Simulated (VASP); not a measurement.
# Si (Cm) in VASP: a series of runs

The runs below take Si through single point, with LDA.

Program: VASP 6.6.1. These are calculated values, not measurements. Logs are shortened: lines on timing, memory, paths and dates and some standing lists are left out, and cuts for length are marked.

### Step 1. The cell of the first run

It takes space group Cm (No. 8, monoclinic). Conventional cell: a = 6.636 Å, b = 3.831 Å, c = 6.333 Å, α = 90.00°, β = 90.00°, γ = 90.00°. Within 2.4 Å of Si (site symmetry m) lie 1 Si at 1.79 Å. Within 3.1 Å of Si (site symmetry m) lie 4 Si at 2.35 to 2.37 Å. Si (site symmetry m) has 4 Si at 1.79 to 2.35 Å within 2.4 Å. Within 3.1 Å of Si (site symmetry m) lie 4 Si at 2.37 to 2.87 Å.

### Step 2. Single point, LDA (atom 1 (Si) moved by (-0.300, +0.600) A along y and z)

INCAR reads:

```
PREC = Accurate
ENCUT = 520
EDIFF = 1E-6
ISMEAR = 0
SIGMA = 0.03
LREAL = F
LASPH = T
NELM = 100
ALGO = Normal
ISIF = 2
LWAVE = F
LCHARG = F
NBANDS = 16
```

KPOINTS reads:

```
Automatic mesh
0
Gamma
  12 12 6
```

POSCAR reads:

```
Si
1.0
    3.8313174605      0.0000000000      0.0000000000
   -1.9156587303      3.3180182508      0.0000000000
    0.0000000000      0.0000000000      6.3326220002
Si
4
Direct
    0.2881256254      0.5762512508      0.1577569837
    0.6666666667      0.3333333333      0.5630095000
    0.3333333333      0.6666666667      0.4369905000
    0.6666666667      0.3333333333      0.9369905000
```

Potentials or basis: VASP PAW LDA potentials, release 64 (Si).

The run is started by

```console
$ cat potpaw_LDA.64/Si/POTCAR > POTCAR
$ mpirun -np 1 vasp_std > vasp.out
```

OUTCAR:

```text
PREC = Accurate
   ENCUT = 520
   EDIFF = 1E-6
   ISMEAR = 0
   LREAL = F
   LASPH = T
   NELM = 100
   ISIF = 2

 ion  position               nearest neighbor table
   1  0.288  0.576  0.158-   3 1.79   4 2.50   4 2.50   4 2.87
   2  0.667  0.333  0.563-   3 2.35   3 2.35   3 2.35   4 2.37
   3  0.333  0.667  0.437-   1 1.79   2 2.35   2 2.35   2 2.35
   4  0.667  0.333  0.937-   2 2.37   1 2.50   1 2.50   1 2.87

  LATTYP: Found a hexagonal cell.
 ALAT       =     3.8313174605
 C/A-ratio  =     1.6528575524

  Lattice vectors:

 A1 = (   3.8313174605,   0.0000000000,   0.0000000000)
 A2 = (  -1.9156587303,   3.3180182508,   0.0000000000)
 A3 = (   0.0000000000,   0.0000000000,   6.3326220002)

Analysis of symmetry for initial positions (statically):
=====================================================================
 Subroutine PRICEL returns:
 Original cell was already a primitive cell.

 Routine SETGRP: Setting up the symmetry group for a
 hexagonal supercell.

 Subroutine GETGRP returns: Found  2 space group operations
 (whereof  2 operations were pure point group operations)
 out of a pool of 24 trial point group operations.

The static configuration has the point symmetry C_1h.

Analysis of symmetry for dynamics (positions and initial velocities):
=====================================================================
 Subroutine PRICEL returns:
 Original cell was already a primitive cell.

 Routine SETGRP: Setting up the symmetry group for a
 hexagonal supercell.

 Subroutine GETGRP returns: Found  2 space group operations
 (whereof  2 operations were pure point group operations)
 out of a pool of 24 trial point group operations.

The dynamic configuration has the point symmetry C_1h.

 Subroutine INISYM returns: Found  2 space group operations
 (whereof  2 operations are pure point group operations),
 and found     1 'primitive' translations

----------------------------------------------------------------------------------------

                                     Primitive cell

  volume of cell :      80.5027

  direct lattice vectors                    reciprocal lattice vectors
     3.831317461  0.000000000  0.000000000     0.261006823  0.150692360  0.000000000
    -1.915658730  3.318018251  0.000000000     0.000000000  0.301384720  0.000000000
[... 89 lines left out ...]
   EDIFF  = 0.1E-05   stopping-criterion for ELM
   LREAL  =      F    real-space projection
   EDIFFG = 0.1E-04   stopping-criterion for IOM
   NSW    =      0    number of steps for IOM
   IBRION =     -1    ionic relax: 0-MD 1-quasi-New 2-CG
   NFREE  =      0    steps in history (QN), initial steepest desc. (CG)
   ISIF   =      2    stress and relaxation
   ISYM   =      2    0-nonsym 1-usesym 2-fastsym
   POTIM  = 0.5000    time-step for ionic-motion
   TEBEG  =    0.0;   TEEND  =   0.0 temperature during run
   PSTRESS=    0.0 pullay stress
   NELECT =      16.0000    total number of electrons
   NUPDOWN=      -1.0000    fix difference up-down
   EMIN   =  10.00;   EMAX   =-10.00  energy-range for DOS
   EFERMI =   0.00;   METHOD = LEGACY
   ISMEAR =     0;   SIGMA  =   0.03  broadening in eV -4-tet -1-fermi 0-gaus
   EFERMI_NEDOS =   21; number of points for ismear=-14 and -15
   IALGO  =     38    algorithm
   IMIX   =      4    mixing-type and parameters
     AMIX     =   0.40;   BMIX     =  1.00
     AMIX_MAG =   1.60;   BMIX_MAG =  1.00
  volume/ion in A,a.u.               =      20.13       135.81
  Fermi-wavevector in a.u.,A,eV,Ry     =   0.955384  1.805414 12.418837  0.912759
  Thomas-Fermi vector in A             =   2.084217
   LORBIT       =      0    0 simple, 1 ext, 2 COOP (PROOUT), +10 PAW based schemes
   GGA     = CA    functional components
   LHFCALC =     F    Hartree Fock is set to
   AEXX    =    0.0000 exact exchange contribution
   IVDW    =     0    specifies the selected vdW correction
   LEPSILON=     F    determine dielectric tensor
   LRPA    =     F    only Hartree local field effects (RPA)
 non-spin polarized calculation
 Gauss-broadening in eV      SIGMA  =   0.03
  energy-cutoff  :      520.00
  volume of cell :       80.50
 maximum number of plane-waves:      2208
   NGX = 15   NGY = 15   NGZ = 23

 number of electron      16.0000000 magnetization

 Free energy of the ion-electron system (eV)
  ---------------------------------------------------
  ext. energy  EPLUGINS =         0.00000000
  ---------------------------------------------------
  free energy    TOTEN  =       -19.75971365 eV

  energy without entropy =      -19.75895740  energy(sigma->0) =      -19.75933552

 E-fermi :   6.0920     XC(G=0):  -9.5920

 val. band max:        6.0881610364   @ k =   0.2500   0.2500   0.0000
 cond. band min:       6.0936482096   @ k =   0.1667   0.0000   0.3333
 fundamental gap:      0.0054871732
 Fermi energy:         6.0920498341

 k-point     1 :       0.0000    0.0000    0.0000
  band No.  band energies     occupation
      1      -6.7772      2.00000
      2      -3.1899      2.00000
      3      -2.4202      2.00000
      4       3.8356      2.00000
      5       4.1146      2.00000
      6       4.3018      2.00000
[... 433 lines left out ...]
      3      -1.5014      2.00000
      4       0.4910      2.00000
      5       1.7016      2.00000
      6       2.2765      2.00000
[... 8 lines left out ...]
     15      12.1932      0.00000
     16      13.2910      0.00000

 [... further k-points ...]

------------------------ aborting loop because EDIFF is reached ----------------------------------------

  FORCE on cell =-STRESS in cart. coord.  units (eV):
  Direction    XX          YY          ZZ          XY          YZ          ZX
  --------------------------------------------------------------------------------------
  -------------------------------------------------------------------------------------
  Total       -2.4597783     -2.3420373     20.5303677      0.0000000      4.3599351     -0.0000000
  in kB      -48.9548902    -46.6115906    408.5985638      0.0000000     86.7721057     -0.0000000
  external PRESSURE =     104.3440276 kB  Pullay stress =       0.0000000 kB

 VOLUME and BASIS-vectors are now :
 -----------------------------------------------------------------------------
  energy-cutoff  :      520.00
  volume of cell :       80.50
      direct lattice vectors                 reciprocal lattice vectors
     3.831317461  0.000000000  0.000000000     0.261006823  0.150692360  0.000000000
    -1.915658730  3.318018251  0.000000000     0.000000000  0.301384720  0.000000000
     0.000000000  0.000000000  6.332622000     0.000000000  0.000000000  0.157912473

 POSITION                                       TOTAL-FORCE (eV/Angst)
 -----------------------------------------------------------------------------------
     -0.00000      1.91201      0.99902         0.000000     -2.053871    -16.907802
      1.91566      1.10601      3.56533        -0.000000      0.126343      0.783291
     -0.00000      2.21201      2.76730        -0.000000      2.225212     13.789744
      1.91566      1.10601      5.93361         0.000000     -0.297683      2.334767
 -----------------------------------------------------------------------------------
    total drift:                                0.000000     -0.000007      0.000017

  FREE ENERGIE OF THE ION-ELECTRON SYSTEM (eV)
  ---------------------------------------------------
  free  energy   TOTEN  =       -19.7597136487 eV

  energy  without entropy=      -19.7589573995  energy(sigma->0) =      -19.75933552
```

Wall time 98 s (1 thread of Intel Xeon 6975P-C (Granite Rapids), shared host); peak memory 0.31 GiB.

Results:

```yaml
Free_energy: -19.7597 eV
Pressure: 10.4 GPa
Largest_force: 17.032 eV/Å
Band_gap_on_the_k_mesh: zero (bands 8 and 9 overlap by 1.07 eV)
```

Forces on the atoms (eV/Å):
```
Si    0.000  -2.054 -16.908
Si    0.000   0.126   0.783
Si    0.000   2.225  13.790
Si    0.000  -0.298   2.335
```

Caveat: the cell differs from its parent crystal (atom 1 (Si) moved by (-0.300, +0.600) A along y and z); the cell stands under pressure; forces of over 1 eV/Å act on the atoms, so gaps and moduli don't describe the material at rest.

### Step 3. Single point, LDA (atom 1 (Si) moved by (+0.300, -0.600) A along y and z)

INCAR reads:

```
SYSTEM = Si
ALGO     = Normal         ! electronic algorithm
EDIFF    = 1E-6           ! SCF threshold, eV
ENCUT    = 520            ! plane-wave cutoff, eV
GGA      = CA             ! functional
ISIF     = 2              ! what is computed and relaxed
ISMEAR   = 0              ! smearing method
LASPH    = .True.         ! aspherical terms in the spheres
LCHARG   = .False.        ! write CHGCAR
LREAL    = .False.        ! projectors in reciprocal space
LWAVE    = .False.        ! write WAVECAR
NBANDS   = 16             ! bands
NELM     = 100            ! most SCF steps
PREC     = Accurate       ! precision mode
SIGMA    = 0.03           ! smearing width, eV
```

KPOINTS reads:

```
k-points
0
Gamma
  12 12 6
  0 0 0
```

POSCAR, as its differences from that of step 2:

```diff
@@ -8,3 +8,3 @@
 Direct
-    0.2881256254      0.5762512508      0.1577569837
+    0.3785410413      0.7570820825     -0.0317379837
     0.6666666667      0.3333333333      0.5630095000
```

Potentials or basis: VASP PAW LDA potentials, release 64 (Si).

The run is started by

```console
$ cat potpaw_LDA.64/Si/POTCAR > POTCAR
$ mpirun -np 1 vasp_std > vasp.out
```

Run time: 1.7 min. Hardware: 1 thread of Intel Xeon 6975P-C (Granite Rapids), shared host; peak memory 0.32 GiB.

The run converged. Its results:

- Free energy: -21.3305 eV
- Pressure: 5.4 GPa
- Largest force: 9.125 eV/Å
- Band gap on the k mesh: zero (bands 8 and 9 overlap by 1.07 eV)

Forces in eV/Å, atoms in the order of the input:
```
Si   0.000 -8.665  2.861
Si   0.000 -0.068 -0.848
Si   0.000  0.115 -0.971
Si   0.000  8.618 -1.042
```

Stress tensor (GPa, compression positive):
```
-3.68  0.00  0.00
 0.00 24.13 -1.37
 0.00 -1.37 -4.32
```

Levels at points of the mesh, in eV from the Fermi level:
| k point | band 6 | band 7 | band 8 | band 9 | band 10 | band 11 |
| --- | --- | --- | --- | --- | --- | --- |
| (0.00, 0.00, 0.00) | -0.34 | 0.14 | 0.21 | 0.97 | 1.29 | 2.26 |
| (0.50, 0.00, 0.00) | -3.55 | -1.93 | -1.62 | -0.47 | 2.03 | 3.11 |
| (0.00, 0.50, 0.00) | -3.20 | -2.75 | -1.43 | 0.30 | 2.46 | 3.66 |
| (0.00, 0.00, 0.50) | -0.98 | -0.51 | -0.23 | 0.53 | 1.10 | 2.21 |
| (0.50, 0.00, 0.50) | -2.52 | -1.92 | -0.86 | -0.26 | 0.78 | 1.47 |
| (0.00, 0.50, 0.50) | -2.13 | -1.87 | -0.71 | -0.09 | 0.74 | 1.60 |

Caveat: the cell differs from its parent crystal (atom 1 (Si) moved by (+0.300, -0.600) A along y and z); the cell stands under pressure; forces of over 1 eV/Å act on the atoms, so gaps and moduli don't describe the material at rest.
